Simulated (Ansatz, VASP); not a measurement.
Co: VASP beside Ansatz

File INCAR:

```
SYSTEM = Co
  PREC = Accurate
  ENCUT = 520
  EDIFF = 1E-8
  ISMEAR = -1
  SIGMA = 0.05
  LREAL = .FALSE.
  LASPH = .TRUE.
  NELM = 150
  ALGO = Normal
  ISIF = 2
  LWAVE = .FALSE.
  LCHARG = .FALSE.
  ISPIN = 2
  MAGMOM = 2 2
  LORBIT = 11
  LMAXMIX = 4
  GGA = PE
  LEFG = .TRUE.
  NBANDS = 20
```

KPOINTS

```
regular mesh
0
G
  19 19 10
  0 0 0
```

POSCAR

```
Co
1.0
    2.5273697045      0.0000000000      0.0000000000
   -1.2636848523      2.1887663689      0.0000000000
    0.0000000000      0.0000000000      4.1045914620
Co
2
Direct
    0.3333333333      0.6666666667      0.2500000000
    0.6666666667      0.3333333333      0.7500000000
```

Input for Ansatz:

```yaml
crystal:
  lattice:
    - [2.5273697045, 0.0, 0.0]
    - [-1.2636848523, 2.1887663689, 0.0]
    - [0.0, 0.0, 4.104591462]
  atoms:
    - { symbol: Co, position: [0.3333333333, 0.6666666667, 0.25], spin: 2.0 }
    - { symbol: Co, position: [0.6666666667, 0.3333333333, 0.75], spin: 2.0 }
magnetization:
  spin_polarized: true
kpoints:
  mp_grid: { grid: [19, 19, 10] }
scf:
  occupations: { method: fermi_dirac, width: 0.05 }
hamiltonian:
  xc: pbe
  pseudopotentials: { kind: paw }
output:
  forces: true
  stress: true
  eigenvalues: true
  efg: { contact_densities: true }
  write_density: true
  write_potential: true
  elf: true
  volumetric_format: npy
```

Change from the starting cell: volume scaled by 1.01, PAW files.

Alike in both runs: task electric field gradients; functional PBE; k mesh 19 × 19 × 10; occupations fermi-dirac, width 0.05 eV; collinear spin.

```csv
,VASP,Ansatz
version,VASP 6.6.1,Ansatz 0.2.0
potentials or method,"VASP PAW PBE potentials, release 64 (Co)","PAW with Ansatz's default frozen-core files, scalar-relativistic"
plane-wave cutoff (eV),520,420
valence electrons in the cell,18,34
```

```tsv
	VASP	Ansatz	Ansatz less VASP
pressure (GPa)	-8.9	-8.4	+0.50
traceless stress, the component that is largest in VASP (GPa)	-0.88	-0.75	+0.133
net moment per atom (μB)	1.64	1.65	+0.011
size of the moment on the site where the two differ most (μB)	1.67	1.73	+0.062
size of Vzz on the site where it differs most (V/Å²)	1.8	1.8	-0.06
```

Site moments also hang on the region over which each program counts them. The functional is the same, so the differences come from potentials, cutoffs and numerics. VASP's potentials hold 18 valence electrons a cell and Ansatz's 34, so a difference there can come from the potentials and not from the codes.
